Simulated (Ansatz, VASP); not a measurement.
# Two plane-wave programs on MgO

```
Mg O
1.0
     0.00000    2.10760    2.10760
     2.10760    0.00000    2.10760
     2.10760    2.10760    0.00000
Mg O
1 1
Direct
  0.00000 0.00000 0.01262
  0.50000 0.50000 0.48083
```

Change from the starting cell: mode 4 frozen in at -0.040 Å and mode 5 at -0.040 Å (largest displacements).

Alike in both runs: task single point; functional PBEsol; k mesh 10 × 10 × 10; occupations gaussian, width 0.05 eV; no spin polarisation.

```csv
,VASP,Ansatz
version,VASP 6.6.1,Ansatz 0.2.0
potentials or method,"VASP PAW PBE potentials, release 64 (Mg, O), cutoff 520 eV","scalar-relativistic, plane waves, PAW"
valence electrons in the cell,8,16
```

Ansatz gave:

- gap on the k mesh at the Fermi level (eV): 4.62
- least direct gap on the mesh (eV): 4.62
- pressure (GPa): 0.8
- traceless stress, the component that is largest in VASP (GPa): -1.05
- rms of the force components (eV/Å): 0.294

Which values does VASP return?

gap on the k mesh at the Fermi level (eV): 4.61; least direct gap on the mesh (eV): 4.61; pressure (GPa): 0.3; traceless stress, the component that is largest in VASP (GPa): -1.07; rms of the force components (eV/Å): 0.298.

VASP's potentials were made for PBE, not for PBEsol, and Ansatz warns of the same on its side. Atom by atom the forces differ by 0.003 eV/Å (rms over components). VASP's potentials hold 8 valence electrons a cell and Ansatz's 16, so a difference there can come from the potentials and not from the codes.
